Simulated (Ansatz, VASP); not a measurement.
# Two plane-wave programs on Os

```
CELL_PARAMETERS angstrom
2.74857 0.00000 0.00000
-1.37428 2.38033 0.00000
0.00000 0.00000 4.36231
ATOMIC_POSITIONS crystal
Os 0.33333 0.66667 0.75000
Os 0.66667 0.33333 0.25000
```

Alike in both runs: functional PBE; k mesh 8 × 8 × 6; occupations gaussian, width 0.05 eV; no spin polarisation.

Ansatz relaxed the structure, and its values are those at the end. VASP's run is a single point on that final structure, the one shown.

```csv
,VASP,Ansatz
version,VASP 6.6.1,Ansatz 0.2.0
potentials or method,"VASP PAW PBE potentials, release 64 (Os), cutoff 520 eV","scalar-relativistic, plane waves, PAW"
valence electrons in the cell,16,32
```

```tsv
	VASP	Ansatz	Ansatz less VASP
gap on the k mesh at the Fermi level (eV)	none	none	-
pressure (GPa)	-0.2	0.0	+0.18
```

A gap of «none» marks a metal or a gap that the smearing closes. VASP's potentials hold 16 valence electrons a cell and Ansatz's 32, so a difference there can come from the potentials and not from the codes.

Spin-orbit coupling is off throughout.
